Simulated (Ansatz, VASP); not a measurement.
**C: VASP beside Ansatz**

The input INCAR:

```
PREC     = Accurate       # precision mode
ENCUT    = 520            # plane-wave cutoff, eV
EDIFF    = 1E-6           # SCF threshold, eV
ISMEAR   = 0              # smearing method
SIGMA    = 0.05           # smearing width, eV
LREAL    = False          # projectors in reciprocal space
LASPH    = True           # aspherical terms in the spheres
NELM     = 100            # most SCF steps
ALGO     = Normal         # electronic algorithm
ISIF     = 2              # what is computed and relaxed
LWAVE    = False          # write WAVECAR
LCHARG   = False          # write CHGCAR
GGA      = PE             # functional
NBANDS   = 26             # bands
```

The input KPOINTS:

```
regular mesh
0
Gamma
  6 6 6
```

Contents of POSCAR:

```
C
1.0
    3.5714750638      0.0000000000      0.0000000000
    0.0000000000     -3.5714750638      0.0000000000
    0.0000000000      0.0000000000     -3.5714750638
C
8
Direct
    0.4935337612      0.0064662388      0.0064662388
    0.0000000000      0.5000000000      0.0000000000
    0.0000000000      0.0000000000      0.5000000000
    0.5000000000      0.5000000000      0.5000000000
    0.7500000000      0.7500000000      0.7500000000
    0.2500000000      0.2500000000      0.7500000000
    0.2500000000      0.7500000000      0.2500000000
    0.7500000000      0.2500000000      0.2500000000
```

Input for Ansatz:

```yaml
crystal:
  lattice:
    - [3.5714750638, 0.0, 0.0]
    - [0.0, -3.5714750638, 0.0]
    - [0.0, 0.0, -3.5714750638]
  atoms:
    - { symbol: C, position: [0.4935337612, 0.0064662388, 0.0064662388] }
    - { symbol: C, position: [0.0, 0.5, 0.0] }
    - { symbol: C, position: [0.0, 0.0, 0.5] }
    - { symbol: C, position: [0.5, 0.5, 0.5] }
    - { symbol: C, position: [0.75, 0.75, 0.75] }
    - { symbol: C, position: [0.25, 0.25, 0.75] }
    - { symbol: C, position: [0.25, 0.75, 0.25] }
    - { symbol: C, position: [0.75, 0.25, 0.25] }
basis:
  ecutwfc: 420
kpoints:
  mp_grid: { grid: [6, 6, 6] }
hamiltonian:
  xc: pbe
scf:
  occupations: { method: gaussian, width: 0.05 }
output:
  forces: true
  stress: true
  eigenvalues: true
```

Alike in both runs: task single point; functional PBE; k mesh 6 × 6 × 6; occupations gaussian, width 0.05 eV; no spin polarisation.

|  | VASP | Ansatz |
| --- | --- | --- |
| version | VASP 6.6.1 | Ansatz 0.2.0 |
| potentials or method | VASP PAW PBE potentials, release 64 (C), cutoff 520 eV | scalar-relativistic, plane waves, PAW |
| valence electrons in the cell | 32 | 32 |

|  | VASP | Ansatz | Ansatz less VASP |
| --- | --- | --- | --- |
| gap on the k mesh at the Fermi level (eV) | 3.96 | 3.96 | +0.007 |
| least direct gap on the mesh (eV) | 4.35 | 4.36 | +0.007 |
| pressure (GPa) | 0.9 | 0.2 | -0.66 |
| traceless stress, the component that is largest in VASP (GPa) | -0.15 | -0.13 | +0.021 |
| rms of the force components (eV/Å) | 0.386 | 0.384 | -0.0020 |

Atom by atom the forces differ by 0.003 eV/Å (rms over components). With one functional, cell and mesh, what is left measures potentials, basis and numerics.
